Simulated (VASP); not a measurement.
A run of VASP 6.6.1:

The input POSCAR:

```
BN
1.0
    0.0000000000      1.8658463087      1.8658463087
    1.8658463087      0.0000000000      1.8658463087
    1.8658463087      1.8658463087      0.0000000000
B N
1 1
Direct
    0.0000000000      0.0000000000      0.0000000000
    0.2500000000      0.2500000000      0.2500000000
```

Contents of INCAR.step1:

```
  PREC = Accurate
  ENCUT = 520
  ISMEAR = 0
  SIGMA = 0.01
  LREAL = F
  LASPH = T
  NELM = 60
  NBANDS = 11
  GGA = PE
  ALGO = Normal
  EDIFF = 1E-4
  LWAVE = T
  LCHARG = F
```

File INCAR.step2:

```
  PREC = Accurate
  ENCUT = 520
  EDIFF = 1E-7
  ISMEAR = 0
  SIGMA = 0.01
  LREAL = F
  LASPH = T
  NELM = 60
  ALGO = Normal
  ISIF = 2
  LWAVE = F
  LCHARG = T
  METAGGA = R2SCAN
  LMIXTAU = T
  LELF = T
  LVHAR = T
  NBANDS = 11
  ISTART = 1
```

The input KPOINTS:

```
Automatic mesh
0
Gamma
  10 10 10
```

Potentials or basis: VASP PAW PBE potentials, release 64 (B, N).

Run with:

```console
$ cat potpaw_PBE.64/B/POTCAR potpaw_PBE.64/N/POTCAR > POTCAR
$ cp INCAR.step1 INCAR
$ mpirun -np 1 vasp_std > vasp.out
$ cp INCAR.step2 INCAR
$ mpirun -np 1 vasp_std > vasp.out
```

Hardware: 1 thread of Intel(R) Xeon(R) Platinum 8488C (Sapphire Rapids), with other jobs on the host.

Task: Estimate the wall time of this run.

Result: It took 30 s on 1 thread of Intel(R) Xeon(R) Platinum 8488C (Sapphire Rapids) (shared host), peak memory 0.12 GiB. Counts: k points 47.
